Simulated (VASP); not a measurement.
Here is a VASP 6.6.1 calculation.

INCAR

```
  PREC = Accurate
  ENCUT = 520
  EDIFF = 1E-6
  ISMEAR = 0
  SIGMA = 0.01
  LREAL = F
  LASPH = T
  NELM = 60
  ALGO = Normal
  ISIF = 2
  LWAVE = F
  LCHARG = F
  GGA = PE
  NBANDS = 26
```

File KPOINTS:

```
regular mesh
0
Gamma
  3 3 3
```

POSCAR

```
MgO
1.0
    4.2543812300      0.0000000000      0.0000000000
    0.0000000000      4.2543812300      0.0000000000
    0.0000000000      0.0000000000      4.2543812300
Mg O
4 4
Direct
    0.0000000000      0.0000000000      0.0000000000
    0.0000000000      0.5000000000      0.5000000000
    0.5000000000      0.0000000000      0.5000000000
    0.5000000000      0.5000000000      0.0000000000
    0.0000000000      0.0000000000      0.5000000000
    0.0000000000      0.5000000000      0.0000000000
    0.5000000000      0.0000000000      0.0000000000
    0.5000000000      0.5000000000      0.5000000000
```

Potentials or basis: VASP PAW PBE potentials, release 64 (Mg, O).

Launch:

```sh
$ cat potpaw_PBE.64/Mg/POTCAR potpaw_PBE.64/O/POTCAR > POTCAR
$ mpirun -np 1 vasp_std > vasp.out
```

**Question.** Predict the band gap on the k mesh.

**Answer.** 4.44 eV.

**Question.** Estimate the pressure.

**Answer.** -0.8 GPa.

Caveat: the k points lie up to 0.49 Å⁻¹ apart. As with any semilocal functional, this PBE gap is likely too small.
